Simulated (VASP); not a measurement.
Ag: single point with PBE

Ag:

```
CELL_PARAMETERS angstrom
0.00000 3.10836 3.10836
3.10836 0.00000 3.10836
3.10836 3.10836 0.00000
ATOMIC_POSITIONS crystal
Ag 0.00000 0.00000 0.00000
Ag 0.25000 0.25000 0.25000
```

This isn't the form of Ag at room conditions, which is fcc.

```json
{
  "Program": "VASP 6.6.1",
  "Task": "single point",
  "Functional": "PBE",
  "Potentials or basis": "VASP PAW PBE potentials, release 64 (Ag)",
  "Cutoff": "520 eV",
  "k mesh": "11 × 11 × 11",
  "Occupations": "fermi-dirac, width 0.05 eV",
  "Spin": "no spin polarisation"
}
```

```
Pressure               : 0.0 GPa
Band gap on the k mesh : zero (bands 11 and 12 overlap by 0.54 eV)
```

Levels at points of the mesh, in eV from the Fermi level:
```
           k point  band 9  band 10  band 11  band 12  band 13  band 14
(0.00, 0.00, 0.00)   -3.25    -2.71    -2.71     8.42     8.42     8.42
```

Run time: 66 s on 1 thread of Intel Xeon 8259CL, on a shared host, peak memory 0.22 GiB.
